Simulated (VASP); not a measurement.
Runs of VASP 6.6.1 on GaCo. Symmetry: Pm-3m, No. 221, cubic system. Conventional cell: a = 2.878 Å, b = 2.878 Å, c = 2.878 Å, α = 90.00°, β = 90.00°, γ = 90.00°. Ga (site symmetry m-3m) has 8 Co at 2.49 Å and 6 Ga at 2.88 Å within 3.3 Å. Within 3.3 Å of Co (site symmetry m-3m) lie 8 Ga at 2.49 Å and 6 Co at 2.88 Å. 

| spin | fixed moment (μB) | pressure (GPa) | moment (μB) |
| --- | --- | --- | --- |
| collinear, ferromagnetic start | 1.2 | (b) | 1.20 |
| collinear, ferromagnetic start | 1.8 | 5.5 | 1.80 |
| collinear, ferromagnetic start | 3.0 | 28.4 | 3.00 |
| collinear, zero start | 0.0 | -7.2 | 0.00 |
| collinear, ferromagnetic start | 2.4 | (a) | 2.40 |
| collinear, ferromagnetic start | 0.6 | -5.3 | 0.60 |

Alike in all rows: task single point; level PBEsol; potentials or basis VASP PAW PBE potentials, release 64 (Ga_d, Co); cell as given; k mesh 10 × 10 × 10; cutoff (eV) 520; smearing gaussian 0.05 eV.

Question: Estimate the missing entries.

Answer: (a) 17.0; (b) -0.9.

Caveats: the PAW data sets were made with another functional, which shifts forces and pressure a little; the total moment is fixed, so each spin has its own Fermi level; the cell stands under pressure (at least some runs); the cell stands under tension (at least some runs).
